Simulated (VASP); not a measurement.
# CuI: single point with PBE

The system is CuI.

```
I Cu
1.0
     0.00000    3.07139    3.07139
     3.07139    0.00000    3.07139
     3.07139    3.07139    0.00000
I Cu
1 1
Direct
  0.00000 0.00000 0.00000
  0.75000 0.75000 0.75000
```

| Item | Value |
| --- | --- |
| Program | VASP 6.6.1 |
| Task | single point |
| Functional | PBE |
| Potentials or basis | VASP PAW PBE potentials, release 64 (I, Cu) |
| Cutoff | 520 eV |
| k mesh | 8 × 8 × 8 |
| Occupations | fermi-dirac, width 0.05 eV |
| Spin | no spin polarisation |
| Dipole correction | no |
| Further INCAR settings | ALGO = Normal; EDIFF = 1e-07; NBANDS = 16 |

The pressure is -1.1 GPa. The band gap on the k mesh is 1.04 eV.

Levels at points of the mesh, in eV from the valence-band top:
```tsv
k point	band 6	band 7	band 8	band 9	band 10	band 11	band 12	band 13
(0.00, 0.00, 0.00)	-1.70	0.00	0.00	0.00	1.04	4.91	4.91	4.91
(0.50, 0.00, 0.00)	-1.67	-1.63	-0.65	-0.65	2.12	5.43	5.43	7.32
(0.50, 0.50, 0.00)	-1.65	-1.61	-1.37	-1.37	2.80	2.92	8.93	9.56
```

Wall time 16 s on 1 thread of AMD EPYC 9R45 96-Core Processor (Zen 5) (shared host), peak memory 0.16 GiB.

Caveat: spin-orbit coupling is left out, which moves the levels of the heavy elements.
